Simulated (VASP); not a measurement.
Here is a VASP 6.6.1 calculation.

File INCAR:

```
SYSTEM = Mg
ALGO = Normal
EDIFF = 1E-6
ENCUT = 520
GGA = CA
ISIF = 2
ISMEAR = -1
LASPH = .True.
LCHARG = .False.
LREAL = .False.
LWAVE = .False.
NBANDS = 9
NELM = 80
PREC = Accurate
SIGMA = 0.05
```

KPOINTS

```
k-points
0
Gamma
  12 12 7
  0 0 0
```

POSCAR

```
Mg
1.0
    3.2092715325      0.0000000000      0.0000000000
   -1.6046357662      2.7793106748      0.0000000000
    0.0000000000      0.0000000000      5.3145366000
Mg
2
Direct
    0.3333333333      0.6666666667      0.2500000000
    0.6666666667      0.3333333333      0.7500000000
```

Potentials or basis: VASP PAW LDA potentials, release 64 (Mg).

Launch:

```sh
$ cat potpaw_LDA.64/Mg/POTCAR > POTCAR
$ mpirun -np 1 vasp_std > vasp.out
```

Question: What does it give for the pressure?

Answer: -3.4 GPa.

Question: Predict the band gap on the k mesh.

Answer: Zero (band 2 reaches 3.35 eV, above the bottom of band 3 at 0.84 eV).

Stress tensor (GPa, compression positive):
```
-2.73  0.00  0.00
 0.00 -2.73  0.00
 0.00  0.00 -4.63
```

Caveat: the cell differs from its parent crystal (zz strain of +2 %).
